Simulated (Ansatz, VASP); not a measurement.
InAs: VASP beside Ansatz

The input INCAR:

```
PREC     = Accurate       # precision mode
ENCUT    = 520            # plane-wave cutoff, eV
EDIFF    = 1E-6           # SCF threshold, eV
ISMEAR   = 0              # smearing method
SIGMA    = 0.1            # smearing width, eV
LREAL    = F              # projectors in reciprocal space
LASPH    = T              # aspherical terms in the spheres
NELM     = 100            # most SCF steps
ALGO     = Normal         # electronic algorithm
ISIF     = 2              # what is computed and relaxed
LWAVE    = F              # write WAVECAR
LCHARG   = F              # write CHGCAR
GGA      = PS             # functional
NBANDS   = 16             # bands
```

The input KPOINTS:

```
regular mesh
0
Gamma
  12 12 12
```

POSCAR

```
InAs
1.0
    0.0000000000      3.1421469187      3.1421469187
    3.1421469187      0.0000000000      3.1421469187
    3.1421469187      3.1421469187      0.0000000000
In As
1 1
Direct
    0.0000000000      0.0000000000      0.0000000000
    0.2500000000      0.2500000000      0.2500000000
```

Input for Ansatz:

```yaml
crystal:
  lattice:
    - [0.0, 3.1421469187, 3.1421469187]
    - [3.1421469187, 0.0, 3.1421469187]
    - [3.1421469187, 3.1421469187, 0.0]
  atoms:
    - { symbol: In, position: [0.0, 0.0, 0.0] }
    - { symbol: As, position: [0.25, 0.25, 0.25] }
basis:
  ecutwfc: 420
kpoints:
  mp_grid: { grid: [12, 12, 12] }
hamiltonian:
  xc: pbesol
scf:
  occupations: { method: gaussian, width: 0.1 }
output:
  forces: true
  stress: true
  eigenvalues: true
```

Alike in both runs: task single point; functional PBEsol; k mesh 12 × 12 × 12; occupations gaussian, width 0.1 eV; no spin polarisation.

|  | VASP | Ansatz |
| --- | --- | --- |
| version | VASP 6.6.1 | Ansatz 0.2.0 |
| potentials or method | VASP PAW PBE potentials, release 64 (In_d, As), cutoff 520 eV | scalar-relativistic, plane waves, PAW |
| valence electrons in the cell | 18 | 28 |

```tsv
	VASP	Ansatz	Ansatz less VASP
gap on the k mesh at the Fermi level (eV)	none	none	-
pressure (GPa)	-4.2	-4.2	-0.05
```

VASP's potentials were made for PBE, not for PBEsol. A gap of «none» marks a metal or a gap that the smearing closes. VASP's potentials hold 18 valence electrons a cell and Ansatz's 28, so a difference there can come from the potentials and not from the codes.
